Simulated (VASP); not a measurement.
The system is TaN.

```
Ta N
1.0
     0.00000    2.49114    2.49114
     2.49114    0.00000    2.49114
     2.49114    2.49114    0.00000
Ta N
1 1
Cartesian
  0.0000 0.0000 0.0000
  1.2456 1.2456 1.2456
```

- Program: VASP 6.6.1
- Task: relaxation of cell and atoms
- Functional: BLYP
- Potentials or basis: VASP PAW PBE potentials, release 64 (Ta_pv, N)
- Cutoff: 600 eV
- k mesh: 9 × 9 × 9
- Occupations: fermi-dirac, width 0.05 eV
- Spin: no spin polarisation

At the start: pressure -18.5 GPa; volume 15.46 Å³/atom.

Question: Where does the relaxation end?

Answer: Over 7 steps the energy falls by 94.4 meV/atom and the volume is 13.97 Å³/atom (-9.6 %); space group F-43m (No. 216, to 0.05 Å).

Step by step:
| step | energy change (eV) | largest force (eV/Å) | pressure (GPa) | volume (Å³) |
| --- | --- | --- | --- | --- |
| 1 | 0.0000 | 0.0000 | -18.53 | 30.92 |
| 2 | 0.4566 | 0.0000 | 55.15 | 23.59 |
| 3 | -0.1883 | 0.0000 | -1.16 | 28.08 |
| 4 | -0.1888 | 0.0000 | -0.24 | 27.97 |
| 5 | -0.1889 | 0.0000 | 0.19 | 27.91 |
| 6 | -0.1888 | 0.0000 | -0.22 | 27.97 |
| 7 | -0.1889 | 0.0000 | -0.02 | 27.94 |

Final structure:
```
CELL_PARAMETERS angstrom
0.00000 2.40830 2.40830
2.40830 0.00000 2.40830
2.40830 2.40830 0.00000
ATOMIC_POSITIONS crystal
Ta 0.00000 0.00000 0.00000
N 0.25000 0.25000 0.25000
```

Caveat: the PAW data sets were made with another functional, which shifts forces and pressure a little.
